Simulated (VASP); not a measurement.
# Cu (Fd-3m) in VASP: a series of runs, part 2 of 2

VASP 6.6.1. Earlier steps stand in the parts before.

## Step 3: Single point, LDA (volume scaled by 0.4)

INCAR reads:

```
SYSTEM = Cu
PREC = Accurate
ENCUT = 520
EDIFF = 1E-6
ISMEAR = -1
SIGMA = 0.08
LREAL = .False.
LASPH = .True.
NELM = 80
ALGO = Normal
ISIF = 2
LWAVE = .False.
LCHARG = .True.
LELF = .True.
LVHAR = .True.
NBANDS = 18
```

KPOINTS reads:

```
regular mesh
0
Gamma
  15 15 15
  0 0 0
```

POSCAR reads:

```
Cu
1.0
    0.0000000000      1.8967953734      1.8967953734
    1.8967953734      0.0000000000      1.8967953734
    1.8967953734      1.8967953734      0.0000000000
Cu
2
Direct
   -0.1250000000     -0.1250000000     -0.1250000000
    0.1250000000      0.1250000000      0.1250000000
```

Potentials or basis: VASP PAW LDA potentials, release 64 (Cu).

Launch:

```console
> cat potpaw_LDA.64/Cu/POTCAR > POTCAR
> mpirun -np 1 vasp_std > vasp.out
```

OUTCAR:

```text
SYSTEM = Cu
   PREC = Accurate
   ENCUT = 520
   EDIFF = 1E-6
   ISMEAR = -1
   LREAL = .False.
   LASPH = .True.
   NELM = 80
   ISIF = 2

 ion  position               nearest neighbor table
   1  0.875  0.875  0.875-   2 1.64   2 1.64   2 1.64   2 1.64
   2  0.125  0.125  0.125-   1 1.64   1 1.64   1 1.64   1 1.64

  LATTYP: Found a face centered cubic cell.
 ALAT       =     3.7935907468

  Lattice vectors:

 A1 = (   0.0000000000,   1.8967953734,   1.8967953734)
 A2 = (   1.8967953734,   0.0000000000,   1.8967953734)
 A3 = (   1.8967953734,   1.8967953734,   0.0000000000)

Analysis of symmetry for initial positions (statically):
=====================================================================
 Subroutine PRICEL returns:
 Original cell was already a primitive cell.

 Routine SETGRP: Setting up the symmetry group for a
 face centered cubic supercell.

 Subroutine GETGRP returns: Found 48 space group operations
 (whereof 12 operations were pure point group operations)
 out of a pool of 48 trial point group operations.

The static configuration has the point symmetry D_3d.
 The point group associated with its full space group is O_h .

Analysis of symmetry for dynamics (positions and initial velocities):
=====================================================================
 Subroutine PRICEL returns:
 Original cell was already a primitive cell.

 Routine SETGRP: Setting up the symmetry group for a
 face centered cubic supercell.

 Subroutine GETGRP returns: Found 48 space group operations
 (whereof 12 operations were pure point group operations)
 out of a pool of 48 trial point group operations.

The dynamic configuration has the point symmetry D_3d.
 The point group associated with its full space group is O_h .

 Subroutine INISYM returns: Found 48 space group operations
[... 96 lines left out ...]
   NELM   =     80;   NELMIN=  2; NELMDL= -5     # of ELM steps
   EDIFF  = 0.1E-05   stopping-criterion for ELM
   LREAL  =      F    real-space projection
[... 7 lines left out ...]
   TEBEG  =    0.0;   TEEND  =   0.0 temperature during run
   PSTRESS=    0.0 pullay stress
   NELECT =      22.0000    total number of electrons
   NUPDOWN=      -1.0000    fix difference up-down
   EMIN   =  10.00;   EMAX   =-10.00  energy-range for DOS
   EFERMI =   0.00;   METHOD = LEGACY
   ISMEAR =    -1;   SIGMA  =   0.08  broadening in eV -4-tet -1-fermi 0-gaus
   EFERMI_NEDOS =   21; number of points for ismear=-14 and -15
   IALGO  =     38    algorithm
   IMIX   =      4    mixing-type and parameters
     AMIX     =   0.40;   BMIX     =  1.00
     AMIX_MAG =   1.60;   BMIX_MAG =  1.00
  volume/ion in A,a.u.               =       6.82        46.05
  Fermi-wavevector in a.u.,A,eV,Ry     =   1.919487  3.627305 50.129734  3.684432
  Thomas-Fermi vector in A             =   2.954245
   LORBIT       =      0    0 simple, 1 ext, 2 COOP (PROOUT), +10 PAW based schemes
   GGA     = CA    functional components
   LHFCALC =     F    Hartree Fock is set to
   AEXX    =    0.0000 exact exchange contribution
   IVDW    =     0    specifies the selected vdW correction
   LEPSILON=     F    determine dielectric tensor
   LRPA    =     F    only Hartree local field effects (RPA)
 non-spin polarized calculation
  energy-cutoff  :      520.00
  volume of cell :       13.65
 maximum number of plane-waves:       378
   NGX =  9   NGY =  9   NGZ =  9

 number of electron      22.0000024 magnetization

 Free energy of the ion-electron system (eV)
  ---------------------------------------------------
  ext. energy  EPLUGINS =         0.00000000
  ---------------------------------------------------
  free energy    TOTEN  =         9.92431391 eV

  energy without entropy =        9.93254667  energy(sigma->0) =        9.92843029

 E-fermi :  18.5751     XC(G=0): -16.3065

 val. band max:       18.5645714347   @ k =  -0.4667   0.1333   0.0000
 cond. band min:      18.6203218347   @ k =  -0.4667   0.0667   0.0000
 fundamental gap:      0.0557504000
 Fermi energy:        18.5750776623

 k-point     1 :       0.0000    0.0000    0.0000
  band No.  band energies     occupation
      1       3.3326      2.00000
      2       7.7817      2.00000
      3       7.7817      2.00000
      4       8.8257      2.00000
      5       8.8257      2.00000
      6       8.8257      2.00000
[... 481 lines left out ...]
      5       8.9647      2.00000
      6       9.9347      2.00000
[... 10 lines left out ...]
     17      41.0794      0.00000
     18      42.0330      0.00000

 [... further k-points ...]
[... 5 lines left out ...]
  --------------------------------------------------------------------------------------
  -------------------------------------------------------------------------------------
  Total       49.0552092     49.0552092     49.0552092     -0.0000000     -0.0000000      0.0000000
  in kB     5758.4324131   5758.4324131   5758.4324131     -0.0000000     -0.0000000      0.0000000
  external PRESSURE =    5758.4324131 kB  Pullay stress =       0.0000000 kB

 VOLUME and BASIS-vectors are now :
 -----------------------------------------------------------------------------
  energy-cutoff  :      520.00
  volume of cell :       13.65
      direct lattice vectors                 reciprocal lattice vectors
     0.000000000  1.896795373  1.896795373    -0.263602499  0.263602499  0.263602499
     1.896795373  0.000000000  1.896795373     0.263602499 -0.263602499  0.263602499
     1.896795373  1.896795373  0.000000000     0.263602499  0.263602499 -0.263602499

 POSITION                                       TOTAL-FORCE (eV/Angst)
 -----------------------------------------------------------------------------------
      3.31939      3.31939      3.31939        -0.000000     -0.000000     -0.000000
      0.47420      0.47420      0.47420         0.000000      0.000000      0.000000
 -----------------------------------------------------------------------------------
    total drift:                                0.000000     -0.000000     -0.000000

  FREE ENERGIE OF THE ION-ELECTRON SYSTEM (eV)
  ---------------------------------------------------
  free  energy   TOTEN  =         9.9243139062 eV

  energy  without entropy=        9.9325466652  energy(sigma->0) =        9.92843029
```

stdout:

```text
POSCAR found type information on POSCAR Cu
 POSCAR found :  1 types and       2 ions
 scaLAPACK will be used
 LDA part: xc-table for (Slater(with rela. corr.)+CA(PZ))
 , standard interpolation
 POSCAR, INCAR and KPOINTS ok, starting setup
 FFT: planning ... GRIDC
 FFT: planning ... GRID_SOFT
 FFT: planning ... GRID
 WAVECAR not read
 entering main loop
```

Wall time 21 s (1 thread of AMD EPYC 9R14 (Zen 4), shared host); peak memory 0.1 GiB.

What came out:

| Quantity | Value |
| --- | --- |
| Free energy | 9.9243 eV |
| Pressure | 575.8 GPa |
| Band gap on the k mesh | zero (band 11 reaches 19.20 eV, above the bottom of band 12 at 18.54 eV) |

Levels at points of the mesh, in eV from the Fermi level:
```csv
k point,band 9,band 10,band 11,band 12,band 13,band 14
"(0.00, 0.00, 0.00)",-6.24,-2.83,-2.83,18.16,18.16,18.16
```

## Step 4: Single point, LDA (volume scaled by 0.4)

INCAR reads:

```
  PREC = Accurate
  ENCUT = 520
  EDIFF = 1E-6
  ISMEAR = -1
  SIGMA = 0.08
  LREAL = F
  LASPH = T
  NELM = 80
  ALGO = Normal
  ISIF = 2
  LWAVE = F
  LCHARG = F
  GGA = CA
  NBANDS = 18
```

KPOINTS reads:

```
Automatic mesh
0
Gamma
  15 15 15
```

POSCAR is that of step 3.

Launch:

```console
> cat potpaw_LDA.64/Cu/POTCAR > POTCAR
> mpirun -np 1 vasp_std > vasp.out
```

It took 21 s on 1 thread of AMD EPYC 9R14 (Zen 4), shared host; peak memory 0.1 GiB.

The run converged. Its results:

```yaml
Free_energy: 9.9243 eV
Pressure: 575.8 GPa
Band_gap_on_the_k_mesh: zero (band 11 reaches 19.20 eV, above the bottom of band 12 at 18.54 eV)
```

Levels at points of the mesh, in eV from the Fermi level:
| k point | band 8 | band 9 | band 10 | band 11 | band 12 | band 13 | band 14 | band 15 |
| --- | --- | --- | --- | --- | --- | --- | --- | --- |
| (0.00, 0.00, 0.00) | -6.24 | -6.24 | -2.83 | -2.83 | 18.16 | 18.16 | 18.16 | 18.93 |

## Step 5: Single point, LDA (volume scaled by 0.5)

INCAR reads:

```
SYSTEM = Cu
PREC     = Accurate       ! precision mode
ENCUT    = 520            ! plane-wave cutoff, eV
EDIFF    = 1E-6           ! SCF threshold, eV
ISMEAR   = -1             ! smearing method
SIGMA    = 0.08           ! smearing width, eV
LREAL    = .FALSE.        ! projectors in reciprocal space
LASPH    = .TRUE.         ! aspherical terms in the spheres
NELM     = 100            ! most SCF steps
ALGO     = Normal         ! electronic algorithm
ISIF     = 2              ! what is computed and relaxed
LWAVE    = .FALSE.        ! write WAVECAR
LCHARG   = .FALSE.        ! write CHGCAR
GGA      = CA             ! functional
NBANDS   = 18             ! bands
```

KPOINTS reads:

```
regular mesh
0
G
  15 15 15
  0 0 0
```

POSCAR reads:

```
Cu
1.0
    0.0000000000      2.0432608762      2.0432608762
    2.0432608762      0.0000000000      2.0432608762
    2.0432608762      2.0432608762      0.0000000000
Cu
2
Direct
   -0.1250000000     -0.1250000000     -0.1250000000
    0.1250000000      0.1250000000      0.1250000000
```

Launch:

```console
> cat potpaw_LDA.64/Cu/POTCAR > POTCAR
> mpirun -np 1 vasp_std > vasp.out
```

It took 29 s on 1 thread of AMD EPYC 9R14 (Zen 4), shared host; peak memory 0.12 GiB.

The run converged. Its results:

```
Free energy            : 1.0501 eV
Pressure               : 287.5 GPa
Band gap on the k mesh : zero (band 11 reaches 14.05 eV, above the bottom of band 12 at 13.21 eV)
```

Levels at points of the mesh, in eV from the Fermi level:
```tsv
k point	band 7	band 8	band 9	band 10	band 11	band 12	band 13	band 14	band 15	band 16
(0.00, 0.00, 0.00)	-4.60	-4.60	-4.60	-2.23	-2.23	16.74	16.74	16.74	16.92	16.92
```
